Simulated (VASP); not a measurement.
The system is YbH3.

```
Yb H
1.0
     0.00000    2.60497    2.60497
     2.60497    0.00000    2.60497
     2.60497    2.60497    0.00000
Yb H
1 3
Direct
  0.00000 0.00000 0.00000
  0.75000 0.75000 0.75000
  0.25000 0.25000 0.25000
  0.50000 0.50000 0.50000
```

| Quantity | Value |
| --- | --- |
| Program | VASP 6.6.1 |
| Task | relaxation of cell and atoms |
| Functional | RPBE |
| Potentials or basis | VASP PAW PBE potentials, release 64 (Yb, H) |
| Cutoff | 600 eV |
| k mesh | 10 × 10 × 10 |
| Occupations | methfessel-paxton, width 0.01 eV |
| Spin | no spin polarisation |

At the start: pressure -2.9 GPa; volume 8.84 Å³/atom.

Where does the relaxation end?

Over 4 steps the energy falls by 3.0 meV/atom and the volume is 8.50 Å³/atom (-3.8 %); space group Fm-3m (No. 225, to 0.1 Å) before and after.

Step by step:
```tsv
step	energy change (eV)	largest force (eV/Å)	pressure (GPa)	volume (Å³)
1	0.0000	0.0000	-2.88	35.35
2	-0.0100	0.0000	-1.13	34.55
3	-0.0121	0.0000	0.05	33.97
4	-0.0121	0.0000	-0.01	33.99
```

Final structure:
```yaml
crystal:
  lattice:
    - [0.00000, 2.57114, 2.57114]
    - [2.57114, 0.00000, 2.57114]
    - [2.57114, 2.57114, 0.00000]
  atoms:
    - { symbol: Yb, position: [0.00000, 0.00000, 0.00000] }
    - { symbol: H, position: [0.75000, 0.75000, 0.75000] }
    - { symbol: H, position: [0.25000, 0.25000, 0.25000] }
    - { symbol: H, position: [0.50000, 0.50000, 0.50000] }
```

Caveat: the PAW data sets were made with another functional, which shifts forces and pressure a little; an odd number of electrons without spin polarisation forces a metal; a magnetic or distorted state may lie lower.
